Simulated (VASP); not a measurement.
Runs of VASP 6.6.1 on ZnS. The structure is that of space group F-43m (No. 216), or close to it. The cells are those of the table. 

```tsv
cell	gap on the mesh (eV)	pressure (GPa)
a = 3.848, b = 3.848, c = 5.442 Å, 4 atoms	(b)	0.2
a = 3.925, b = 3.851, c = 5.380 Å, 4 atoms	1.93	-0.4
a = 3.964, b = 3.819, c = 5.401 Å, 4 atoms	1.89	-0.8
a = 3.809, b = 3.809, c = 5.606 Å, 4 atoms	1.93	(a)
a = 3.819, b = 3.819, c = 5.606 Å, 4 atoms	1.91	-0.8
```

Alike in all rows: task single point; level PBE; potentials or basis VASP PAW PBE potentials, release 64 (Zn, S); no spin polarisation; k mesh 8 × 8 × 6; cutoff (eV) 520; smearing gaussian 0.02 eV.

Q: Fill in the values left out.

A: (a) -0.5; (b) 2.02.

